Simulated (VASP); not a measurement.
# SnO (C2) in VASP: notebook

The runs below take SnO through single point, with PBEsol+D3(BJ).

Everything below comes from runs of VASP 6.6.1. Logs are shortened: lines on timing, memory, paths and dates and some standing lists are left out, and cuts for length are marked.

## (1) The cell of the first run

The structure is monoclinic, space group C2 (No. 5). Conventional cell: a = 5.332 Å, b = 5.332 Å, c = 4.563 Å, α = 90.00°, β = 90.00°, γ = 90.00°. Sn (site symmetry 1) has 4 O at 2.10 to 2.34 Å within 2.8 Å. O (site symmetry 2) has 4 Sn at 2.10 to 2.34 Å and 4 O at 2.47 to 2.87 Å within 2.9 Å. O (site symmetry 2) has 4 Sn at 2.21 Å and 4 O at 2.47 to 2.87 Å within 2.9 Å.

## (2) Single point, PBEsol+D3(BJ) (atom 3 (O) moved +0.200 Å along Cartesian [1 1 0])

INCAR reads:

```
PREC = Accurate ; ENCUT = 600
EDIFF = 1E-6 ; ISMEAR = 0
SIGMA = 0.15 ; LREAL = F
LASPH = T ; NELM = 120
ALGO = Normal ; ISIF = 2
LWAVE = F ; LCHARG = F
GGA = PS ; IVDW = 12
NBANDS = 28 ; GGA_COMPAT = F
```

KPOINTS reads:

```
Automatic mesh
0
Gamma
  12 12 10
```

POSCAR reads:

```
SnO
1.0
    3.7703910616      0.0000000000      0.0000000000
    0.0000000000      3.7703910616      0.0000000000
    0.0000000000      0.0000000000      4.5633702865
Sn O
2 2
Direct
    0.0000000000      0.5000000000      0.2532585894
    0.5000000000      0.0000000000      0.7467414106
    0.0375084053      0.0375084053      0.0000000000
    0.5000000000      0.5000000000      0.0000000000
```

Potentials or basis: VASP PAW PBE potentials, release 64 (Sn_d, O).

Launch:

```
> cat potpaw_PBE.64/Sn_d/POTCAR potpaw_PBE.64/O/POTCAR > POTCAR
> mpirun -np 1 vasp_std > vasp.out
```

OUTCAR:

```text
PREC = Accurate
   ENCUT = 600
   EDIFF = 1E-6
   ISMEAR = 0
   LREAL = F
   LASPH = T
   NELM = 120
   ISIF = 2
   GGA = PS
   IVDW = 12
 IVDW          = 12

 ion  position               nearest neighbor table
   1  0.000  0.500  0.253-   3 2.10   4 2.21   4 2.21   3 2.34   2 3.49   2 3.49   2 3.49   2 3.49
                             2 3.53   2 3.53   2 3.53   2 3.53
   2  0.500  0.000  0.747-   3 2.10   4 2.21   4 2.21   3 2.34   1 3.49   1 3.49   1 3.49   1 3.49
                             1 3.53   1 3.53   1 3.53   1 3.53
   3  0.038  0.038  0.000-   1 2.10   2 2.10   1 2.34   2 2.34
   4  0.500  0.500  0.000-   1 2.21   2 2.21   2 2.21   1 2.21

  LATTYP: Found a simple tetragonal cell.
 ALAT       =     3.7703910616
 C/A-ratio  =     1.2103175007

  Lattice vectors:

 A1 = (   3.7703910616,   0.0000000000,   0.0000000000)
 A2 = (   0.0000000000,   3.7703910616,   0.0000000000)
 A3 = (   0.0000000000,   0.0000000000,   4.5633702865)

Analysis of symmetry for initial positions (statically):
=====================================================================
 Subroutine PRICEL returns:
 Original cell was already a primitive cell.

 Routine SETGRP: Setting up the symmetry group for a
 simple tetragonal supercell.

 Subroutine GETGRP returns: Found  2 space group operations
 (whereof  2 operations were pure point group operations)
 out of a pool of 16 trial point group operations.

The static configuration has the point symmetry C_2 .

Analysis of symmetry for dynamics (positions and initial velocities):
=====================================================================
 Subroutine PRICEL returns:
 Original cell was already a primitive cell.

 Routine SETGRP: Setting up the symmetry group for a
 simple tetragonal supercell.

 Subroutine GETGRP returns: Found  2 space group operations
 (whereof  2 operations were pure point group operations)
 out of a pool of 16 trial point group operations.

The dynamic configuration has the point symmetry C_2 .

 Subroutine INISYM returns: Found  2 space group operations
 (whereof  2 operations are pure point group operations),
 and found     1 'primitive' translations

----------------------------------------------------------------------------------------

                                     Primitive cell

  volume of cell :      64.8722

  direct lattice vectors                    reciprocal lattice vectors
     3.770391062  0.000000000  0.000000000     0.265224478  0.000000000  0.000000000
     0.000000000  3.770391062  0.000000000     0.000000000  0.265224478  0.000000000
     0.000000000  0.000000000  4.563370286     0.000000000  0.000000000  0.219136282

  length of vectors
     3.770391062  3.770391062  4.563370286     0.265224478  0.265224478  0.219136282

  position of ions in fractional coordinates (direct lattice)
     0.000000000  0.500000000  0.253258589
     0.500000000  0.000000000  0.746741411
     0.037508405  0.037508405  0.000000000
     0.500000000  0.500000000  0.000000000

  ion indices of the primitive-cell ions
   primitive index   ion index
                 1           1
                 2           2
                 3           3
                 4           4

----------------------------------------------------------------------------------------

 KPOINTS: Automatic mesh

Automatic generation of k-mesh.
 Grid dimensions read from file:
 generate k-points for:   12   12   10

 Generating k-lattice:

  Cartesian coordinates                     Fractional coordinates (reciprocal lattice)
     0.022102040  0.000000000  0.000000000     0.083333333  0.000000000  0.000000000
     0.000000000  0.022102040  0.000000000     0.000000000  0.083333333  0.000000000
     0.000000000  0.000000000  0.021913628     0.000000000  0.000000000  0.100000000

  Length of vectors
     0.022102040  0.022102040  0.021913628

  Shift w.r.t. Gamma in fractional coordinates (k-lattice)
     0.000000000  0.000000000  0.000000000

 Subroutine IBZKPT returns following result:
 ===========================================

 Found    398 irreducible k-points:

 Following reciprocal coordinates:
            Coordinates               Weight
  0.000000  0.000000  0.000000      1.000000
  0.083333  0.000000  0.000000      4.000000
  0.166667  0.000000  0.000000      4.000000
  0.250000  0.000000  0.000000      4.000000
  0.333333  0.000000  0.000000      4.000000
  0.416667  0.000000  0.000000      4.000000
[... 16 lines left out ...]
  0.333333  0.166667  0.000000      4.000000
 -0.166667  0.333333  0.000000      4.000000
 [... further k-points ...]
   k-points           NKPTS =    398   k-points in BZ     NKDIM =    398   number of bands    NBANDS=     28
   number of dos      NEDOS =    301   number of ions     NIONS =      4
   total plane-waves  NPLWV =  32400
   dimension x,y,z NGX =    30 NGY =   30 NGZ =   36
   dimension x,y,z NGXF=    60 NGYF=   60 NGZF=   72
   ions per type =               2   2
   NGX,Y,Z   is equivalent  to a cutoff of  13.23, 13.23, 13.11 a.u.
   NGXF,Y,Z  is equivalent  to a cutoff of  26.46, 26.46, 26.23 a.u.
 SYSTEM =  unknown system
   PREC   = accura    normal or accurate (medium, high low for compatibility)
   ISTART =      0    job   : 0-new  1-cont  2-samecut
   ICHARG =      2    charge: 1-file 2-atom 10-const
   ISPIN  =      1    spin polarized calculation?
   LNONCOLLINEAR =      F non collinear calculations
   LSORBIT =      F    spin-orbit coupling
   LASPH  =      T    aspherical Exc in radial PAW
   ENCUT  =  600.0 eV  44.10 Ry    6.64 a.u.   7.53  7.53  9.11*2*pi/ulx,y,z
   NELM   =    120;   NELMIN=  2; NELMDL= -5     # of ELM steps
   EDIFF  = 0.1E-05   stopping-criterion for ELM
   LREAL  =      F    real-space projection
[... 7 lines left out ...]
   TEBEG  =    0.0;   TEEND  =   0.0 temperature during run
   PSTRESS=    0.0 pullay stress
   NELECT =      40.0000    total number of electrons
   NUPDOWN=      -1.0000    fix difference up-down
   EMIN   =  10.00;   EMAX   =-10.00  energy-range for DOS
   EFERMI =   0.00;   METHOD = LEGACY
   ISMEAR =     0;   SIGMA  =   0.15  broadening in eV -4-tet -1-fermi 0-gaus
   EFERMI_NEDOS =   21; number of points for ismear=-14 and -15
   IALGO  =     38    algorithm
   IMIX   =      4    mixing-type and parameters
     AMIX     =   0.40;   BMIX     =  1.00
     AMIX_MAG =   1.60;   BMIX_MAG =  1.00
  volume/ion in A,a.u.               =      16.22       109.44
  Fermi-wavevector in a.u.,A,eV,Ry     =   1.393398  2.633141 26.416518  1.941559
  Thomas-Fermi vector in A             =   2.517048
   LORBIT       =      0    0 simple, 1 ext, 2 COOP (PROOUT), +10 PAW based schemes
   GGA     = PS    functional components
   LHFCALC =     F    Hartree Fock is set to
   AEXX    =    0.0000 exact exchange contribution
   IVDW    =    12    specifies the selected vdW correction
   LEPSILON=     F    determine dielectric tensor
   LRPA    =     F    only Hartree local field effects (RPA)
 non-spin polarized calculation
 Gauss-broadening in eV      SIGMA  =   0.15
  energy-cutoff  :      600.00
  volume of cell :       64.87
 maximum number of plane-waves:      2198
   NGX = 15   NGY = 15   NGZ = 19

 number of electron      40.0000019 magnetization

 Free energy of the ion-electron system (eV)
  ---------------------------------------------------
  ext. energy  EPLUGINS =         0.00000000
  ---------------------------------------------------
  free energy    TOTEN  =       -24.01175322 eV

  energy without entropy =      -24.00727758  energy(sigma->0) =      -24.00951540

 E-fermi :   7.9714     XC(G=0): -10.9302

 val. band max:        7.9707196911   @ k =   0.5000   0.4167   0.1000
 cond. band min:       7.9812647727   @ k =  -0.0833   0.0833   0.0000
 fundamental gap:      0.0105450817
 Fermi energy:         7.9713954387

 k-point     1 :       0.0000    0.0000    0.0000
  band No.  band energies     occupation
      1     -14.1194      2.00000
      2     -13.6988      2.00000
      3     -13.6380      2.00000
      4     -13.6076      2.00000
      5     -13.5786      2.00000
      6     -13.5707      2.00000
[... 20 lines left out ...]
     27      14.7270      0.00000
     28      14.8475      0.00000

 k-point     2 :       0.0833    0.0000    0.0000
  band No.  band energies     occupation
      1     -14.1158      2.00000
      2     -13.7041      2.00000
      3     -13.6359      2.00000
      4     -13.6061      2.00000
      5     -13.5809      2.00000
      6     -13.5680      2.00000
[... 20 lines left out ...]
     27      14.8197      0.00000
     28      15.3929      0.00000

 k-point     3 :       0.1667    0.0000    0.0000
  band No.  band energies     occupation
      1     -14.1056      2.00000
      2     -13.7300      2.00000
      3     -13.6298      2.00000
      4     -13.6072      2.00000
      5     -13.5855      2.00000
      6     -13.5621      2.00000
[... 20 lines left out ...]
     27      14.8719      0.00000
     28      16.7112      0.00000

 k-point     4 :       0.2500    0.0000    0.0000
  band No.  band energies     occupation
      1     -14.0898      2.00000
      2     -13.7885      2.00000
      3     -13.6214      2.00000
      4     -13.6091      2.00000
      5     -13.5830      2.00000
      6     -13.5602      2.00000
[... 578 lines left out ...]
     27      16.5054      0.00000
     28      16.5593      0.00000

 k-point    23 :       0.3333    0.1667    0.0000
  band No.  band energies     occupation
      1     -14.0859      2.00000
      2     -13.8935      2.00000
      3     -13.6194      2.00000
      4     -13.5812      2.00000
      5     -13.5724      2.00000
      6     -13.5656      2.00000
[... 20 lines left out ...]
     27      16.0736      0.00000
     28      16.6613      0.00000

 k-point    24 :      -0.1667    0.3333    0.0000
  band No.  band energies     occupation
      1     -14.0665      2.00000
      2     -13.9125      2.00000
      3     -13.6232      2.00000
      4     -13.5810      2.00000
      5     -13.5784      2.00000
      6     -13.5661      2.00000
[... 20 lines left out ...]
     27      16.1530      0.00000
     28      16.6168      0.00000

 [... further k-points ...]

------------------------ aborting loop because EDIFF is reached ----------------------------------------

 Edisp (eV)   -0.93353

 E8    (eV) :    -0.6177

  FORCE on cell =-STRESS in cart. coord.  units (eV):
  Direction    XX          YY          ZZ          XY          YZ          ZX
  --------------------------------------------------------------------------------------
  -------------------------------------------------------------------------------------
  Total       0.74929     0.74929     0.44687     0.24692     0.65797    -0.65797
  in kB      18.50565    18.50565    11.03661     6.09837    16.25026   -16.25019
  external pressure =       16.02 kB  Pullay stress =        0.00 kB

 VOLUME and BASIS-vectors are now :
 -----------------------------------------------------------------------------
  energy-cutoff  :      600.00
  volume of cell :       64.87
      direct lattice vectors                 reciprocal lattice vectors
     3.770391062  0.000000000  0.000000000     0.265224478  0.000000000  0.000000000
     0.000000000  3.770391062  0.000000000     0.000000000  0.265224478  0.000000000
     0.000000000  0.000000000  4.563370286     0.000000000  0.000000000  0.219136282

 POSITION                                       TOTAL-FORCE (eV/Angst)
 -----------------------------------------------------------------------------------
      0.00000      1.88520      1.15571         0.092754      0.510373      0.242925
      1.88520      0.00000      3.40766         0.510373      0.092754     -0.242925
      0.14142      0.14142      0.00000        -1.296967     -1.296967      0.000000
      1.88520      1.88520      0.00000         0.693841      0.693841      0.000000
 -----------------------------------------------------------------------------------
    total drift:                               -0.000133     -0.000133      0.000001

  FREE ENERGIE OF THE ION-ELECTRON SYSTEM (eV)
  ---------------------------------------------------
  free  energy   TOTEN  =       -24.9452827359 eV

  energy  without entropy=      -24.9408070961  energy(sigma->0) =      -24.94304492
```

Run time: 7.8 min. Hardware: 1 thread of AMD EPYC 9R45 (Zen 5), shared host; peak memory 0.72 GiB.

What came out:

| Property | Result |
| --- | --- |
| Free energy | -24.9453 eV |
| Pressure | 1.6 GPa |
| Largest force | 1.834 eV/Å |
| Band gap on the k mesh | zero (bands 20 and 21 overlap by 0.52 eV) |
| Dispersion energy per atom | -0.233 eV |

Forces in eV/Å, atoms in the order of the input:
```
Sn   0.093  0.510  0.243
Sn   0.510  0.093 -0.243
O   -1.297 -1.297  0.000
O    0.694  0.694  0.000
```

Stress tensor (GPa, compression positive):
```
 1.85  0.61 -1.63
 0.61  1.85  1.63
-1.63  1.63  1.10
```

Levels at points of the mesh, in eV from the Fermi level:
```csv
k point,band 17,band 18,band 19,band 20,band 21,band 22,band 23,band 24
"(0.00, 0.00, 0.00)",-3.71,-3.32,-3.16,0.04,2.25,4.17,4.39,5.28
"(0.50, 0.00, 0.00)",-5.15,-4.68,-3.07,-2.92,3.07,3.82,5.60,5.79
"(0.50, 0.50, 0.00)",-2.62,-2.55,-2.03,-1.97,-0.46,-0.40,4.38,4.44
"(0.00, 0.00, 0.50)",-3.41,-3.18,-2.62,-2.31,1.66,2.41,2.67,3.39
"(0.50, 0.00, 0.50)",-5.22,-4.63,-1.97,-1.70,2.77,2.89,4.98,5.16
"(0.50, 0.50, 0.50)",-3.11,-3.08,-2.62,-2.53,2.08,2.14,4.18,4.58
```

Caveat: the cell differs from its parent crystal (atom 3 (O) moved +0.200 Å along Cartesian [1 1 0]); semilocal functionals underestimate gaps, so a narrow gap can read as zero; the PAW data sets were made with another functional, which shifts forces and pressure a little; spin-orbit coupling is left out, which moves the levels of the heavy elements.

## (3) Single point, PBEsol+D3(BJ) (atom 3 (O) moved -0.300 Å along Cartesian [1 1 0])

INCAR reads:

```
SYSTEM = SnO
PREC = Accurate
ENCUT = 600
EDIFF = 1E-6
ISMEAR = 0
SIGMA = 0.15
LREAL = .FALSE.
LASPH = .TRUE.
NELM = 120
ALGO = Normal
ISIF = 2
LWAVE = .FALSE.
LCHARG = .FALSE.
GGA = PS
IVDW = 12
NBANDS = 28
GGA_COMPAT = .FALSE.
```

KPOINTS reads:

```
Automatic mesh
0
G
  12 12 10
  0 0 0
```

Edit POSCAR of step 2 so:

```diff
@@ -10,3 +10,3 @@
     0.5000000000      0.0000000000      0.7467414106
-    0.0375084053      0.0375084053      0.0000000000
+   -0.0562626080     -0.0562626080      0.0000000000
     0.5000000000      0.5000000000      0.0000000000
```

Potentials or basis: VASP PAW PBE potentials, release 64 (Sn_d, O).

Launch:

```
> cat potpaw_PBE.64/Sn_d/POTCAR potpaw_PBE.64/O/POTCAR > POTCAR
> mpirun -np 1 vasp_std > vasp.out
```

Wall time 15 min (1 thread of Intel Xeon 8259CL, shared host); peak memory 0.75 GiB.

The run converged. Its results:

```yaml
Free_energy: -24.7108 eV
Pressure: 3.4 GPa
Largest_force: 2.875 eV/Å
Band_gap_on_the_k_mesh: zero (bands 20 and 21 overlap by 0.56 eV)
Dispersion_energy_per_atom: -0.233 eV
```

Forces on the atoms (eV/Å):
```
Sn  -0.086 -0.832  0.441
Sn  -0.832 -0.086 -0.441
O    2.033  2.033  0.000
O   -1.115 -1.115  0.000
```

Stress tensor (GPa, compression positive):
```
 3.90  1.29  2.75
 1.29  3.90 -2.75
 2.75 -2.75  2.24
```

Levels at points of the mesh, in eV from the Fermi level:
```csv
k point,band 17,band 18,band 19,band 20,band 21,band 22,band 23,band 24
"(0.00, 0.00, 0.00)",-3.80,-3.36,-3.00,0.07,2.10,4.04,4.46,5.48
"(0.50, 0.00, 0.00)",-5.12,-4.49,-3.10,-2.84,2.86,3.89,5.54,5.74
"(0.50, 0.50, 0.00)",-2.63,-2.48,-2.09,-1.97,-0.48,-0.35,4.29,4.43
"(0.00, 0.00, 0.50)",-3.47,-3.02,-2.62,-2.34,1.71,2.37,2.91,3.35
"(0.50, 0.00, 0.50)",-5.25,-4.41,-2.03,-1.64,2.70,2.85,4.88,5.17
"(0.50, 0.50, 0.50)",-3.14,-3.08,-2.61,-2.42,2.01,2.16,3.84,4.60
```

Caveat: the cell differs from its parent crystal (atom 3 (O) moved -0.300 Å along Cartesian [1 1 0]); the cell stands under pressure; semilocal functionals underestimate gaps, so a narrow gap can read as zero; the PAW data sets were made with another functional, which shifts forces and pressure a little; spin-orbit coupling is left out, which moves the levels of the heavy elements.
